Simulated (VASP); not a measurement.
Wanted: the native input for a VASP 6.6.1 run.

```
Task                   : single point
Functional             : PBE
Potentials or basis    : VASP PAW PBE potentials, release 64 (Pt, H)
Cutoff                 : 520 eV
k mesh                 : 6 × 6 × 1
Occupations            : gaussian, width 0.1 eV
Spin                   : no spin polarisation
Dipole correction      : yes
Further INCAR settings : ALGO = Normal; EDIFF = 1e-06; NBANDS = 74
```

The structure of HPt6 lies in POSCAR:

```
HPt6
1.0
    5.6143281343      0.0000000000      0.0000000000
   -2.8071640672      4.8621507895      0.0000000000
    0.0000000000      0.0000000000     22.6192653717
Pt H
12 2
Direct
    0.3333333333      0.1666666667      0.1768404028
    0.3333333333      0.6666666667      0.1768404028
    0.8333333333      0.1666666667      0.1768404028
    0.8333333333      0.6666666667      0.1768404028
    0.1666666667      0.3333333333      0.2789526245
    0.1666666667      0.8333333333      0.2789526245
    0.6666666667      0.3333333333      0.2789526245
    0.6666666667      0.8333333333      0.2789526245
    0.0000000000      0.0000000000      0.3810585901
    0.0000000000      0.5000000000      0.3810585901
    0.5000000000      0.0000000000      0.3810585901
    0.5000000000      0.5000000000      0.3810585901
    0.2114368192      0.4228736384      0.4009531354
    0.2885631808      0.5771263616      0.4009531354
```

One way to write it, as run:

INCAR

```
SYSTEM = HPt6
PREC = Accurate
ENCUT = 520
EDIFF = 1E-6
ISMEAR = 0
SIGMA = 0.1
LREAL = .FALSE.
LASPH = .TRUE.
NELM = 80
ALGO = Normal
ISIF = 2
LWAVE = .FALSE.
LCHARG = .FALSE.
LDIPOL = .TRUE.
IDIPOL = 3
DIPOL = 0.5 0.5 0.296
GGA = PE
NBANDS = 74
```

KPOINTS

```
regular mesh
0
G
  6 6 1
  0 0 0
```

Potentials or basis: VASP PAW PBE potentials, release 64 (Pt, H).

The run is started by

```bash
$ cat potpaw_PBE.64/Pt/POTCAR potpaw_PBE.64/H/POTCAR > POTCAR
$ mpirun -np 1 vasp_std > vasp.out
```

It gave:

The largest force is 8.329 eV/Å. The band gap on the k mesh is zero (bands 61 and 62 overlap by 0.59 eV).

Caveat: spin-orbit coupling is left out, which moves the levels of the heavy elements.

It took 55 min on 1 thread of Intel Xeon 8259CL, on a shared host, peak memory 0.9 GiB.
